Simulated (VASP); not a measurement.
# SiC (nc) (F-43m) in VASP: vibrations by perturbation theory with PBE

Aim: the vibrations by perturbation theory of SiC (nc) with PBE.

Everything below comes from runs of VASP 6.6.1. Logs are shortened: lines on timing, memory, paths and dates and some standing lists are left out, and cuts for length are marked.

### Step 1. The cell of the first run

It takes space group F-43m (No. 216, cubic). The conventional cell has a = 4.381 Å, b = 4.381 Å, c = 4.381 Å, α = 90.00°, β = 90.00°, γ = 90.00°. Within 2.5 Å of Si (site symmetry -43m) lie 4 C at 1.90 Å. Within 2.5 Å of C (site symmetry -43m) lie 4 Si at 1.90 Å.

### Step 2. Vibrations by perturbation theory, PBE

INCAR

```
PREC = Accurate ; ENCUT = 600
EDIFF = 1E-8 ; ISMEAR = 0
SIGMA = 0.01 ; LREAL = F
LASPH = T ; NELM = 120
ALGO = Normal ; ISIF = 2
LWAVE = F ; LCHARG = F
GGA = PE ; IBRION = 8
NSW = 1 ; LEPSILON = T
GGA_COMPAT = F
```

KPOINTS

```
regular mesh
0
Gamma
  10 10 10
```

POSCAR

```
SiC
1.0
    0.0000000000      2.1904483358      2.1904483358
    2.1904483358      0.0000000000      2.1904483358
    2.1904483358      2.1904483358      0.0000000000
Si C
1 1
Direct
    0.0000000000      0.0000000000      0.0000000000
    0.2500000000      0.2500000000      0.2500000000
```

Potentials or basis: VASP PAW PBE potentials, release 64 (Si, C).

Run with:

```console
$ cat potpaw_PBE.64/Si/POTCAR potpaw_PBE.64/C/POTCAR > POTCAR
$ mpirun -np 1 vasp_std > vasp.out
```

OUTCAR:

```text
PREC = Accurate
   ENCUT = 600
   EDIFF = 1E-8
   ISMEAR = 0
   LREAL = F
   LASPH = T
   NELM = 120
   ISIF = 2
   GGA = PE
   IBRION = 8
   NSW = 1
   LEPSILON = T

 ion  position               nearest neighbor table
   1  0.000  0.000  0.000-   2 1.90   2 1.90   2 1.90   2 1.90
   2  0.250  0.250  0.250-   1 1.90   1 1.90   1 1.90   1 1.90

  LATTYP: Found a face centered cubic cell.
 ALAT       =     4.3808966716

  Lattice vectors:

 A1 = (   0.0000000000,   2.1904483358,   2.1904483358)
 A2 = (   2.1904483358,   0.0000000000,   2.1904483358)
 A3 = (   2.1904483358,   2.1904483358,   0.0000000000)

Analysis of symmetry for initial positions (statically):
=====================================================================
 Subroutine PRICEL returns:
 Original cell was already a primitive cell.

 Routine SETGRP: Setting up the symmetry group for a
 face centered cubic supercell.

 Subroutine GETGRP returns: Found 24 space group operations
 (whereof 24 operations were pure point group operations)
 out of a pool of 48 trial point group operations.

The static configuration has the point symmetry T_d .

Analysis of symmetry for dynamics (positions and initial velocities):
=====================================================================
 Subroutine PRICEL returns:
 Original cell was already a primitive cell.

 Routine SETGRP: Setting up the symmetry group for a
 face centered cubic supercell.

 Subroutine GETGRP returns: Found 24 space group operations
 (whereof 24 operations were pure point group operations)
 out of a pool of 48 trial point group operations.

The dynamic configuration has the point symmetry T_d .

 Subroutine INISYM returns: Found 24 space group operations
 (whereof 24 operations are pure point group operations),
 and found     1 'primitive' translations

----------------------------------------------------------------------------------------

                                     Primitive cell

  volume of cell :      21.0198

  direct lattice vectors                    reciprocal lattice vectors
     0.000000000  2.190448336  2.190448336    -0.228263772  0.228263772  0.228263772
     2.190448336  0.000000000  2.190448336     0.228263772 -0.228263772  0.228263772
     2.190448336  2.190448336  0.000000000     0.228263772  0.228263772 -0.228263772

  length of vectors
     3.097761744  3.097761744  3.097761744     0.395364451  0.395364451  0.395364451

  position of ions in fractional coordinates (direct lattice)
     0.000000000  0.000000000  0.000000000
     0.250000000  0.250000000  0.250000000

  ion indices of the primitive-cell ions
   primitive index   ion index
                 1           1
                 2           2

----------------------------------------------------------------------------------------

 KPOINTS: regular mesh

Automatic generation of k-mesh.
 Grid dimensions read from file:
 generate k-points for:   10   10   10

 Generating k-lattice:

  Cartesian coordinates                     Fractional coordinates (reciprocal lattice)
    -0.022826377  0.022826377  0.022826377     0.100000000  0.000000000  0.000000000
     0.022826377 -0.022826377  0.022826377     0.000000000  0.100000000  0.000000000
     0.022826377  0.022826377 -0.022826377     0.000000000  0.000000000  0.100000000

  Length of vectors
     0.039536445  0.039536445  0.039536445

  Shift w.r.t. Gamma in fractional coordinates (k-lattice)
     0.000000000  0.000000000  0.000000000

 Subroutine IBZKPT returns following result:
 ===========================================

 Found     47 irreducible k-points:

 Following reciprocal coordinates:
            Coordinates               Weight
  0.000000  0.000000  0.000000      1.000000
  0.100000  0.000000  0.000000      8.000000
[... 367 lines left out ...]
  energy-cutoff  :      600.00
  volume of cell :       21.02
      direct lattice vectors                 reciprocal lattice vectors
     0.000000000  2.190448336  2.190448336    -0.228263772  0.228263772  0.228263772
     2.190448336  0.000000000  2.190448336     0.228263772 -0.228263772  0.228263772
     2.190448336  2.190448336  0.000000000     0.228263772  0.228263772 -0.228263772

 POSITION                                       TOTAL-FORCE (eV/Angst)
 -----------------------------------------------------------------------------------
      0.00000      0.00000      0.00000         0.000000      0.000000      0.000000
      1.09522      1.09522      1.09522        -0.000000     -0.000000     -0.000000
 -----------------------------------------------------------------------------------
    total drift:                               -0.000000     -0.000000     -0.000000

  FREE ENERGIE OF THE ION-ELECTRON SYSTEM (eV)
  ---------------------------------------------------
  free  energy   TOTEN  =       -15.0621715589 eV

  energy  without entropy=      -15.0621715589  energy(sigma->0) =      -15.06217156

 HEAD OF MICROSCOPIC STATIC DIELECTRIC TENSOR (INDEPENDENT PARTICLE, excluding Hartree and local field effects)
 ------------------------------------------------------
           7.275851    -0.000000     0.000000
          -0.000000     7.275851    -0.000000
           0.000000    -0.000000     7.275851
 ------------------------------------------------------

 Free energy of the ion-electron system (eV)
  ---------------------------------------------------
  ---------------------------------------------------
  free energy    TOTEN  =        -0.37864236 eV

  energy without entropy =       -0.37864236

------------------------ aborting loop because EDIFF is reached ----------------------------------------

--------------------------------------- Ionic step        2  -------------------------------------------

------------------------ aborting loop because EDIFF is reached ----------------------------------------

--------------------------------------- Ionic step        3  -------------------------------------------

------------------------ aborting loop because EDIFF is reached ----------------------------------------

 PIEZOELECTRIC TENSOR FIELD DIRECTION 3  (e Angst)
 -----------------------------------------------------------------------------
    -0.00062 -1.29119  0.00000           ( -0.00000 -0.05413  0.00000)
    -1.29119 -0.00062  0.00000           ( -0.05413 -0.00000  0.00000)
     0.00000  0.00000  0.00073           (  0.00000  0.00000 -0.00000)

 PIEZOELECTRIC TENSOR FIELD DIRECTION 3  (C/m^2)
 -----------------------------------------------------------------------------
    -0.00047 -0.98417  0.00000
    -0.98417 -0.00047  0.00000
     0.00000  0.00000  0.00056

--------------------------------------- Ionic step        4  -------------------------------------------

------------------------ aborting loop because EDIFF is reached ----------------------------------------

[... ionic steps 5 to 6 ...]

--------------------------------------- Ionic step        7  -------------------------------------------

 Free energy of the ion-electron system (eV)
  ---------------------------------------------------
  ---------------------------------------------------
  free energy    TOTEN  =        -0.12464711 eV

  energy without entropy =       -0.12464711

------------------------ aborting loop because EDIFF is reached ----------------------------------------

 INTERNAL STRAIN TENSOR  FOR ION    2  DIRECTION 1   (eV/Angst):
 -----------------------------------------------------------------------------
    -0.00787  0.00000  0.00000
     0.00000  0.00339 -7.46245
     0.00000 -7.46245  0.00339

 MACROSCOPIC STATIC DIELECTRIC TENSOR (including local field effects in DFT)
 ------------------------------------------------------
           7.041759    -0.000000    -0.000000
          -0.000000     7.041759     0.000000
           0.000000    -0.000000     7.041759
 ------------------------------------------------------

 PIEZOELECTRIC TENSOR (including local field effects)  for field in x, y, z        (e  Angst)
          XX          YY          ZZ          XY          YZ          ZX
  --------------------------------------------------------------------------------
  x    -0.00000     0.00000    -0.00000     0.00000    -1.28861     0.00000
  y    -0.00000     0.00000    -0.00000     0.00000     0.00000    -1.28861
  z    -0.00000     0.00000    -0.00000    -1.28861     0.00000     0.00000

 PIEZOELECTRIC TENSOR (including local field effects)  for field in x, y, z        (C/m^2)
          XX          YY          ZZ          XY          YZ          ZX
  --------------------------------------------------------------------------------
  x    -0.00000     0.00000    -0.00000     0.00000    -0.98220     0.00000
  y    -0.00000     0.00000    -0.00000     0.00000     0.00000    -0.98220
  z    -0.00000     0.00000    -0.00000    -0.98220     0.00000     0.00000

 BORN EFFECTIVE CHARGES (including local field effects) (in |e|, cummulative output)
 ---------------------------------------------------------------------------------
 ion    1
    1     2.68403     0.00000     0.00000
    2     0.00000     2.68403     0.00000
    3    -0.00000     0.00000     2.68403
 ion    2
    1    -2.68403     0.00000     0.00000
    2     0.00000    -2.68403    -0.00000
    3     0.00000    -0.00000    -2.68403

 INTERNAL STRAIN TENSOR FOR ION    2 for displacements in x,y,z  (eV/Angst):
          X           Y           Z          XY          YZ          ZX
  --------------------------------------------------------------------------------
  x    -0.00000     0.00000     0.00000     0.00000    -7.46245     0.00000
  y     0.00000    -0.00000     0.00000     0.00000     0.00000    -7.46245
  z     0.00000     0.00000    -0.00000    -7.46245     0.00000     0.00000

 SECOND DERIVATIVES (NOT SYMMETRIZED)
 ------------------------------------
               1X          1Y          1Z          2X          2Y          2Z
  1X   -18.536411    0.000000    0.000000   18.536411    0.000000    0.000000
  1Y     0.000000  -18.536411    0.000000    0.000000   18.536411    0.000000
  1Z     0.000000    0.000000  -18.536411    0.000000    0.000000   18.536411
  2X    18.537346    0.000000    0.000000  -18.537346    0.000000    0.000000
  2Y     0.000000   18.537346    0.000000    0.000000  -18.537346    0.000000
  2Z     0.000000    0.000000   18.537346    0.000000    0.000000  -18.537346

 Eigenvectors and eigenvalues of the dynamical matrix
 ----------------------------------------------------

   1 f  =   23.205715 THz   145.805806 2PiTHz  774.059325 cm-1    95.971082 meV
             X         Y         Z           dx          dy          dz
      0.000000  0.000000  0.000000    -0.547307    0.000000    0.000000
      1.095224  1.095224  1.095224     0.836932    0.000000    0.000000
[... 21 lines left out ...]
   6 f/i=    0.000268 THz     0.001685 2PiTHz    0.008945 cm-1     0.001109 meV
             X         Y         Z           dx          dy          dz
      0.000000  0.000000  0.000000    -0.836932    0.000000    0.000000
      1.095224  1.095224  1.095224    -0.547307    0.000000    0.000000

--------------------------------------------------------------------------------------------------------

 MACROSCOPIC STATIC DIELECTRIC TENSOR IONIC CONTRIBUTION
 ------------------------------------------------------
           3.345609     0.000000    -0.000000
           0.000000     3.345609     0.000000
          -0.000000     0.000000     3.345609
 ------------------------------------------------------

 ELASTIC MODULI CONTR FROM IONIC RELAXATION (kBar)
 Direction    XX          YY          ZZ          XY          YZ          ZX
 --------------------------------------------------------------------------------
 XX          -0.0000      0.0000      0.0000      0.0000     -0.0000      0.0000
 YY           0.0000     -0.0000      0.0000      0.0000      0.0000     -0.0000
 ZZ           0.0000      0.0000     -0.0000     -0.0000      0.0000      0.0000
 XY           0.0000      0.0000     -0.0000   -207.9152      0.0000      0.0000
 YZ          -0.0000      0.0000      0.0000      0.0000   -207.9152      0.0000
 ZX           0.0000     -0.0000      0.0000      0.0000      0.0000   -207.9152
 --------------------------------------------------------------------------------

 PIEZOELECTRIC TENSOR IONIC CONTR  for field in x, y, z        (C/m^2)
          XX          YY          ZZ          XY          YZ          ZX
  --------------------------------------------------------------------------------
  x     0.00000    -0.00000    -0.00000     0.00000     0.78479     0.00000
  y    -0.00000     0.00000    -0.00000     0.00000     0.00000     0.78479
  z    -0.00000    -0.00000     0.00000     0.78479    -0.00000     0.00000
```

Wall time 3.9 min (1 thread of Intel Xeon 6975P-C, shared host); peak memory 0.24 GiB.

What came out:

```yaml
Electronic_dielectric_tensor_diagonal: 7.04
Born_charges_mean_of_the_diagonal: Si +2.68; C -2.68 e
Highest_phonon_frequency_at_Γ_LO-TO_splitting_left_out: 774 cm⁻¹
```

Phonon frequencies in cm⁻¹ (negative: imaginary):
```
              q point        frequencies
(0.000, 0.000, 0.000)  0 0 0 774 774 774
```

Electronic dielectric tensor:
```
7.04 0.00 0.00
0.00 7.04 0.00
0.00 0.00 7.04
```

Born effective charge tensors (e):
atom 1, Si
```
2.68 0.00 0.00
0.00 2.68 0.00
0.00 0.00 2.68
```
atom 2, C
```
-2.68  0.00  0.00
 0.00 -2.68  0.00
 0.00  0.00 -2.68
```
